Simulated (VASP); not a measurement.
A run of VASP 6.6.1 is set up as follows.

POSCAR

```
BaS
1.0
    0.0000000000      3.1937508250      3.1937508250
    3.1937508250      0.0000000000      3.1937508250
    3.1937508250      3.1937508250      0.0000000000
Ba S
1 1
Direct
    0.5000000000      0.5000000000      0.5000000000
    0.0000000000      0.0000000000      0.0000000000
```

INCAR.step1

```
PREC = Accurate
ENCUT = 520
EDIFF = 1E-5
ISMEAR = 0
SIGMA = 0.05
LREAL = F
LASPH = T
NELM = 80
ALGO = Normal
ISIF = 2
LWAVE = T
LCHARG = F
NBANDS = 15
GGA = PE
```

INCAR.step2

```
PREC = Accurate
ENCUT = 520
EDIFF = 1E-6
ISMEAR = 0
SIGMA = 0.05
LREAL = F
LASPH = T
NELM = 80
ALGO = Normal
ISIF = 2
LWAVE = F
LCHARG = F
GGA = PE
LHFCALC = T
HFSCREEN = 0.2079
PRECFOCK = Normal
NBANDS = 15
ISTART = 1
```

The input KPOINTS:

```
Automatic mesh
0
Gamma
  4 4 4
```

Potentials or basis: VASP PAW PBE potentials, release 64 (Ba_sv, S).

Launch:

```console
$ cat potpaw_PBE.64/Ba_sv/POTCAR potpaw_PBE.64/S/POTCAR > POTCAR
$ cp INCAR.step1 INCAR
$ mpirun -np 1 vasp_std > vasp.out
$ cp INCAR.step2 INCAR
$ mpirun -np 1 vasp_std > vasp.out
```

Problem. Predict the pressure.

Solution. 1.0 GPa.

Problem. Predict the band gap on the k mesh.

Solution. 3.02 eV (least direct gap 3.18 eV).

Caveat: the k points lie up to 0.43 Å⁻¹ apart; the PAW data sets were made with another functional, which shifts forces and pressure a little; spin-orbit coupling is left out, which moves the levels of the heavy elements. A k mesh can miss the band edges.
